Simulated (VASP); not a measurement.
Write the native input for VASP 6.6.1 that does the following.

```
Task                   : single point
Functional             : PBE
Potentials or basis    : VASP PAW PBE potentials, release 64 (Y_sv, W_sv)
Cutoff                 : 520 eV
k mesh                 : 8 × 4 × 4
Occupations            : gaussian, width 0.1 eV
Spin                   : no spin polarisation
Dipole correction      : no
Further INCAR settings : ALGO = Fast; EDIFF = 1e-06; NBANDS = 60
```

The structure of YW lies in POSCAR:

```
YW
1.0
    2.9097734236      0.0000000000      0.0000000000
    0.0000000000      5.8195468472      0.0000000000
    0.0000000000      0.0000000000      9.9644954772
Y W
4 4
Direct
    0.5000000000      0.2500000000      0.2500000000
    0.5000000000      0.2500000000      0.7500000000
    0.5000000000      0.7500000000      0.2500000000
    0.5000000000      0.7500000000      0.7500000000
    1.0000000000      0.5000000000      0.0000000000
    1.0000000000      0.5000000000      0.5000000000
    0.0000000000      0.0000000000      0.0000000000
    0.0000000000      0.0000000000      0.5000000000
```

These files were run (other wordings do the same):

INCAR

```
SYSTEM = YW
PREC = Accurate ; ENCUT = 520
EDIFF = 1E-6 ; ISMEAR = 0
SIGMA = 0.1 ; LREAL = .FALSE.
LASPH = .TRUE. ; NELM = 80
ALGO = Fast ; ISIF = 2
LWAVE = .FALSE. ; LCHARG = .FALSE.
GGA = PE ; NBANDS = 60
```

KPOINTS

```
regular mesh
0
G
  8 4 4
  0 0 0
```

Potentials or basis: VASP PAW PBE potentials, release 64 (Y_sv, W_sv).

Launch:

```sh
$ cat potpaw_PBE.64/Y_sv/POTCAR potpaw_PBE.64/W_sv/POTCAR > POTCAR
$ mpirun -np 1 vasp_std > vasp.out
```

It gave:

```
Pressure               : 0.0 GPa
Band gap on the k mesh : zero (bands 50 and 51 overlap by 1.02 eV)
```

Caveat: spin-orbit coupling is left out, which moves the levels of the heavy elements.

Run time: 9.5 min on 1 thread of Intel(R) Xeon(R) Platinum 8488C (Sapphire Rapids), on a shared host, peak memory 0.53 GiB.
